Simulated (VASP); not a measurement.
# Ti3Si4Ni (Pmm2) in VASP: single point with PBE

Aim: the single point of Ti3Si4Ni with PBE.

Everything below comes from runs of VASP 6.6.1. Logs are shortened: lines on timing, memory, paths and dates and some standing lists are left out, and cuts for length are marked.

## (1) The cell of the first run

It takes space group Pmm2 (No. 25, orthorhombic). Conventional cell: a = 3.400 Å, b = 6.324 Å, c = 5.273 Å, α = 90.00°, β = 90.00°, γ = 90.00°. Ti (site symmetry mm2) has 6 Si at 2.62 to 2.69 Å and 6 Ti at 2.75 to 3.40 Å and 2 Ni at 3.17 Å within 3.5 Å. Ti (site symmetry m) has 6 Si at 2.59 to 2.68 Å and 6 Ti at 2.75 to 3.40 Å and 2 Ni at 2.78 Å within 3.5 Å. Si (site symmetry mm2) has 6 Ti at 2.62 to 2.68 Å and 8 Si at 2.77 to 3.40 Å within 3.5 Å. Within 3.2 Å of Si (site symmetry mm2) lie 2 Ni at 2.41 to 2.86 Å and 4 Ti at 2.59 Å and 6 Si at 2.65 to 3.16 Å. Si (site symmetry m) has 2 Ni at 2.48 Å and 4 Ti at 2.63 to 2.69 Å and 8 Si at 2.65 to 3.40 Å within 3.5 Å. Ni (site symmetry mm2) has 6 Si at 2.41 to 2.86 Å and 6 Ti at 2.78 to 3.17 Å within 3.2 Å.

## (2) Single point, PBE

INCAR

```
PREC = Accurate
ENCUT = 520
EDIFF = 1E-6
ISMEAR = 0
SIGMA = 0.1
LREAL = False
LASPH = True
NELM = 80
ALGO = Normal
ISIF = 2
LWAVE = False
LCHARG = False
GGA = PE
NBANDS = 41
```

KPOINTS

```
Automatic mesh
0
Gamma
  12 6 8
```

POSCAR

```
Ti3Si4Ni
1.0
    3.4000924379      0.0000000000      0.0000000000
    0.0000000000      6.3240326360      0.0000000000
    0.0000000000      0.0000000000      5.2732277318
Ti Si Ni
3 4 1
Direct
    0.5000000000      0.5000000000      0.3741851623
    0.0000000000      0.2373654904      0.6361850293
    0.0000000000      0.7626345096      0.6361850293
    0.5000000000      0.5000000000      0.8710909450
    0.5000000000      0.0000000000      0.8748125563
    0.0000000000      0.2360772929      0.1378338487
    0.0000000000      0.7639227071      0.1378338487
    0.5000000000      0.0000000000      0.3318735802
```

Potentials or basis: VASP PAW PBE potentials, release 64 (Ti_sv, Si, Ni).

Command:

```
> cat potpaw_PBE.64/Ti_sv/POTCAR potpaw_PBE.64/Si/POTCAR potpaw_PBE.64/Ni/POTCAR > POTCAR
> mpirun -np 1 vasp_std > vasp.out
```

OUTCAR:

```text
PREC = Accurate
   ENCUT = 520
   EDIFF = 1E-6
   ISMEAR = 0
   LREAL = False
   LASPH = True
   NELM = 80
   ISIF = 2
   GGA = PE

 ion  position               nearest neighbor table
   1  0.500  0.500  0.374-   4 2.62   4 2.65   7 2.69   6 2.69   6 2.69   7 2.69   2 2.75   3 2.75
                             2 2.75   3 2.75
   2  0.000  0.237  0.636-   5 2.59   5 2.59   6 2.63   6 2.65   4 2.68   4 2.68   1 2.75   1 2.75
                             8 2.78   8 2.78
   3  0.000  0.763  0.636-   5 2.59   5 2.59   7 2.63   7 2.65   4 2.68   4 2.68   1 2.75   1 2.75
                             8 2.78   8 2.78
   4  0.500  0.500  0.871-   1 2.62   1 2.65   2 2.68   3 2.68   2 2.68   3 2.68   6 2.77   7 2.77
                             6 2.77   7 2.77
   5  0.500  0.000  0.875-   8 2.41   3 2.59   2 2.59   2 2.59   3 2.59   7 2.65   6 2.65   6 2.65
                             7 2.65   8 2.86
   6  0.000  0.236  0.138-   8 2.48   8 2.48   2 2.63   2 2.65   5 2.65   5 2.65   1 2.69   1 2.69
                             4 2.77   4 2.77   7 2.99
   7  0.000  0.764  0.138-   8 2.48   8 2.48   3 2.63   3 2.65   5 2.65   5 2.65   1 2.69   1 2.69
                             4 2.77   4 2.77   6 2.99
   8  0.500  0.000  0.332-   5 2.41   6 2.48   7 2.48   6 2.48   7 2.48   2 2.78   3 2.78   3 2.78
                             2 2.78   5 2.86

  LATTYP: Found a simple orthorhombic cell.
 ALAT       =     3.4000924379
 B/A-ratio  =     1.5509071674
 C/A-ratio  =     1.8599590310

  Lattice vectors:

 A1 = (  -3.4000924379,   0.0000000000,   0.0000000000)
 A2 = (   0.0000000000,   0.0000000000,   5.2732277318)
 A3 = (   0.0000000000,   6.3240326360,   0.0000000000)

Analysis of symmetry for initial positions (statically):
=====================================================================
 Subroutine PRICEL returns:
 Original cell was already a primitive cell.

 Routine SETGRP: Setting up the symmetry group for a
 simple orthorhombic supercell.

 Subroutine GETGRP returns: Found  4 space group operations
 (whereof  4 operations were pure point group operations)
 out of a pool of  8 trial point group operations.

The static configuration has the point symmetry C_2v.

Analysis of symmetry for dynamics (positions and initial velocities):
=====================================================================
 Subroutine PRICEL returns:
 Original cell was already a primitive cell.

 Routine SETGRP: Setting up the symmetry group for a
 simple orthorhombic supercell.

 Subroutine GETGRP returns: Found  4 space group operations
 (whereof  4 operations were pure point group operations)
 out of a pool of  8 trial point group operations.

The dynamic configuration has the point symmetry C_2v.

 Subroutine INISYM returns: Found  4 space group operations
 (whereof  4 operations are pure point group operations),
 and found     1 'primitive' translations

----------------------------------------------------------------------------------------

                                     Primitive cell

  volume of cell :     113.3865

  direct lattice vectors                    reciprocal lattice vectors
     3.400092438  0.000000000  0.000000000     0.294109651  0.000000000  0.000000000
     0.000000000  6.324032636  0.000000000     0.000000000  0.158126951  0.000000000
     0.000000000  0.000000000  5.273227732     0.000000000  0.000000000  0.189637173

  length of vectors
     3.400092438  6.324032636  5.273227732     0.294109651  0.158126951  0.189637173

  position of ions in fractional coordinates (direct lattice)
     0.500000000  0.500000000  0.374185162
     0.000000000  0.237365490  0.636185029
     0.000000000  0.762634510  0.636185029
     0.500000000  0.500000000  0.871090945
     0.500000000  0.000000000  0.874812556
     0.000000000  0.236077293  0.137833849
     0.000000000  0.763922707  0.137833849
     0.500000000  0.000000000  0.331873580

  ion indices of the primitive-cell ions
   primitive index   ion index
                 1           1
                 2           2
                 3           3
                 4           4
                 5           5
                 6           6
                 7           7
                 8           8

----------------------------------------------------------------------------------------

 KPOINTS: Automatic mesh

Automatic generation of k-mesh.
 Grid dimensions read from file:
 generate k-points for:   12    6    8

 Generating k-lattice:

  Cartesian coordinates                     Fractional coordinates (reciprocal lattice)
     0.024509138  0.000000000  0.000000000     0.083333333  0.000000000  0.000000000
     0.000000000  0.026354492  0.000000000     0.000000000  0.166666667  0.000000000
     0.000000000  0.000000000  0.023704647     0.000000000  0.000000000  0.125000000

  Length of vectors
     0.024509138  0.026354492  0.023704647

  Shift w.r.t. Gamma in fractional coordinates (k-lattice)
     0.000000000  0.000000000  0.000000000

 Subroutine IBZKPT returns following result:
 ===========================================

 Found    140 irreducible k-points:

 Following reciprocal coordinates:
            Coordinates               Weight
  0.000000  0.000000  0.000000      1.000000
  0.083333  0.000000  0.000000      2.000000
  0.166667  0.000000  0.000000      2.000000
  0.250000  0.000000  0.000000      2.000000
  0.333333  0.000000  0.000000      2.000000
  0.416667  0.000000  0.000000      2.000000
[... 16 lines left out ...]
  0.083333  0.500000  0.000000      2.000000
  0.166667  0.500000  0.000000      2.000000
 [... further k-points ...]
   k-points           NKPTS =    140   k-points in BZ     NKDIM =    140   number of bands    NBANDS=     41
   number of dos      NEDOS =    301   number of ions     NIONS =      8
   total plane-waves  NPLWV =  53760
   dimension x,y,z NGX =    28 NGY =   48 NGZ =   40
   dimension x,y,z NGXF=    56 NGYF=   96 NGZF=   80
   ions per type =               3   4   1
   NGX,Y,Z   is equivalent  to a cutoff of  13.69, 12.62, 12.61 a.u.
   NGXF,Y,Z  is equivalent  to a cutoff of  27.38, 25.24, 25.22 a.u.
 SYSTEM =  unknown system
   PREC   = accura    normal or accurate (medium, high low for compatibility)
   ISTART =      0    job   : 0-new  1-cont  2-samecut
   ICHARG =      2    charge: 1-file 2-atom 10-const
   ISPIN  =      1    spin polarized calculation?
   LNONCOLLINEAR =      F non collinear calculations
   LSORBIT =      F    spin-orbit coupling
   LASPH  =      T    aspherical Exc in radial PAW
   ENCUT  =  520.0 eV  38.22 Ry    6.18 a.u.   6.32 11.76  9.80*2*pi/ulx,y,z
   NELM   =     80;   NELMIN=  2; NELMDL= -5     # of ELM steps
   EDIFF  = 0.1E-05   stopping-criterion for ELM
   LREAL  =      F    real-space projection
   EDIFFG = 0.1E-04   stopping-criterion for IOM
   NSW    =      0    number of steps for IOM
   IBRION =     -1    ionic relax: 0-MD 1-quasi-New 2-CG
   NFREE  =      0    steps in history (QN), initial steepest desc. (CG)
   ISIF   =      2    stress and relaxation
   ISYM   =      2    0-nonsym 1-usesym 2-fastsym
   POTIM  = 0.5000    time-step for ionic-motion
   TEBEG  =    0.0;   TEEND  =   0.0 temperature during run
   PSTRESS=    0.0 pullay stress
   NELECT =      62.0000    total number of electrons
   NUPDOWN=      -1.0000    fix difference up-down
   EMIN   =  10.00;   EMAX   =-10.00  energy-range for DOS
   EFERMI =   0.00;   METHOD = LEGACY
   ISMEAR =     0;   SIGMA  =   0.10  broadening in eV -4-tet -1-fermi 0-gaus
   EFERMI_NEDOS =   21; number of points for ismear=-14 and -15
   IALGO  =     38    algorithm
   IMIX   =      4    mixing-type and parameters
     AMIX     =   0.40;   BMIX     =  1.00
     AMIX_MAG =   1.60;   BMIX_MAG =  1.00
  volume/ion in A,a.u.               =      14.17        95.65
  Fermi-wavevector in a.u.,A,eV,Ry     =   1.338705  2.529786 24.383430  1.792132
  Thomas-Fermi vector in A             =   2.467155
   LORBIT       =      0    0 simple, 1 ext, 2 COOP (PROOUT), +10 PAW based schemes
   GGA     = PE    functional components
   LHFCALC =     F    Hartree Fock is set to
   AEXX    =    0.0000 exact exchange contribution
   IVDW    =     0    specifies the selected vdW correction
   LEPSILON=     F    determine dielectric tensor
   LRPA    =     F    only Hartree local field effects (RPA)
 non-spin polarized calculation
 Gauss-broadening in eV      SIGMA  =   0.10
  energy-cutoff  :      520.00
  volume of cell :      113.39
 maximum number of plane-waves:      3080
 NGX is ok and might be reduce to    28
   NGX = 13   NGY = 23   NGZ = 19

 number of electron      62.0000001 magnetization

 Free energy of the ion-electron system (eV)
  ---------------------------------------------------
  ext. energy  EPLUGINS =         0.00000000
  ---------------------------------------------------
  free energy    TOTEN  =       -54.08063066 eV

  energy without entropy =      -54.04987078  energy(sigma->0) =      -54.06525072

 E-fermi :   9.7136     XC(G=0): -11.7913

 val. band max:        9.7128888771   @ k =   0.4167   0.5000   0.3750
 cond. band min:       9.7147012274   @ k =   0.5000   0.0000   0.3750
 fundamental gap:      0.0018123503
 Fermi energy:         9.7135980605

 k-point     1 :       0.0000    0.0000    0.0000
  band No.  band energies     occupation
      1     -46.8008      2.00000
      2     -46.7547      2.00000
      3     -46.6633      2.00000
      4     -23.2450      2.00000
      5     -23.1910      2.00000
      6     -23.1478      2.00000
[... 33 lines left out ...]
     40      12.1103      0.00000
     41      12.4543      0.00000

 k-point     2 :       0.0833    0.0000    0.0000
  band No.  band energies     occupation
      1     -46.7989      2.00000
      2     -46.7543      2.00000
      3     -46.6644      2.00000
      4     -23.2442      2.00000
      5     -23.1888      2.00000
      6     -23.1500      2.00000
[... 957 lines left out ...]
     40      12.2780      0.00000
     41      12.8045      0.00000

 k-point    24 :       0.1667    0.5000    0.0000
  band No.  band energies     occupation
      1     -46.7818      2.00000
      2     -46.7677      2.00000
      3     -46.6647      2.00000
      4     -23.1988      2.00000
      5     -23.1719      2.00000
      6     -23.1455      2.00000
[... 33 lines left out ...]
     40      12.3901      0.00000
     41      12.7815      0.00000

 [... further k-points ...]
[... 5 lines left out ...]
  --------------------------------------------------------------------------------------
  -------------------------------------------------------------------------------------
  Total       -0.0118046      0.0246814     -0.0446242      0.0000000      0.0000000      0.0000000
  in kB       -0.1668012      0.3487535     -0.6305504      0.0000000      0.0000000      0.0000000
  external PRESSURE =      -0.1495327 kB  Pullay stress =       0.0000000 kB

 VOLUME and BASIS-vectors are now :
 -----------------------------------------------------------------------------
  energy-cutoff  :      520.00
  volume of cell :      113.39
      direct lattice vectors                 reciprocal lattice vectors
     3.400092438  0.000000000  0.000000000     0.294109651  0.000000000  0.000000000
     0.000000000  6.324032636  0.000000000     0.000000000  0.158126951  0.000000000
     0.000000000  0.000000000  5.273227732     0.000000000  0.000000000  0.189637173

 POSITION                                       TOTAL-FORCE (eV/Angst)
 -----------------------------------------------------------------------------------
      1.70005      3.16202      1.97316         0.000000      0.000000      0.006952
      0.00000      1.50111      3.35475         0.000000      0.000086     -0.004664
      0.00000      4.82293      3.35475         0.000000     -0.000086     -0.004664
      1.70005      3.16202      4.59346         0.000000      0.000000      0.003421
      1.70005      0.00000      4.61309         0.000000      0.000000     -0.000807
      0.00000      1.49296      0.72683        -0.000000     -0.000079     -0.004452
      0.00000      4.83107      0.72683         0.000000      0.000079     -0.004452
      1.70005      0.00000      1.75004         0.000000      0.000000      0.008665
 -----------------------------------------------------------------------------------
    total drift:                                0.000000      0.000000     -0.000625

  FREE ENERGIE OF THE ION-ELECTRON SYSTEM (eV)
  ---------------------------------------------------
  free  energy   TOTEN  =       -54.0806306635 eV

  energy  without entropy=      -54.0498707833  energy(sigma->0) =      -54.06525072
```

Wall time 7.8 min (1 thread of AMD EPYC 9R45 (Zen 5), shared host); peak memory 0.59 GiB.

Results:

```
Free energy            : -54.0806 eV
Pressure               : 0.0 GPa
Largest force          : 0.009 eV/Å
Band gap on the k mesh : zero (bands 31 and 32 overlap by 1.30 eV)
```

Forces on the atoms (eV/Å):
```
Ti   0.000  0.000  0.007
Ti   0.000  0.000 -0.005
Ti   0.000  0.000 -0.005
Si   0.000  0.000  0.003
Si   0.000  0.000 -0.001
Si   0.000  0.000 -0.004
Si   0.000  0.000 -0.004
Ni   0.000  0.000  0.009
```

Levels at points of the mesh, in eV from the Fermi level:
| k point | band 29 | band 30 | band 31 | band 32 | band 33 | band 34 |
| --- | --- | --- | --- | --- | --- | --- |
| (0.00, 0.00, 0.00) | -0.18 | 0.19 | 0.25 | 0.49 | 0.91 | 1.26 |
| (0.50, 0.00, 0.00) | -1.37 | -1.16 | -1.01 | -0.35 | 0.69 | 1.06 |
| (0.00, 0.50, 0.00) | -0.28 | -0.25 | -0.24 | 0.11 | 0.35 | 1.09 |
| (0.50, 0.50, 0.00) | -0.99 | -0.91 | -0.70 | -0.66 | -0.53 | -0.01 |
| (0.00, 0.00, 0.50) | -0.22 | -0.06 | 0.05 | 0.70 | 1.38 | 1.45 |
| (0.50, 0.00, 0.50) | -0.97 | -0.77 | -0.40 | 0.21 | 0.68 | 1.22 |
| (0.00, 0.50, 0.50) | -0.21 | 0.13 | 0.64 | 0.67 | 0.71 | 1.38 |
| (0.50, 0.50, 0.50) | -1.46 | -0.68 | -0.62 | -0.03 | 0.03 | 1.28 |

Spin polarisation is off, so any magnetic state and its effect on volume and gap are missing.
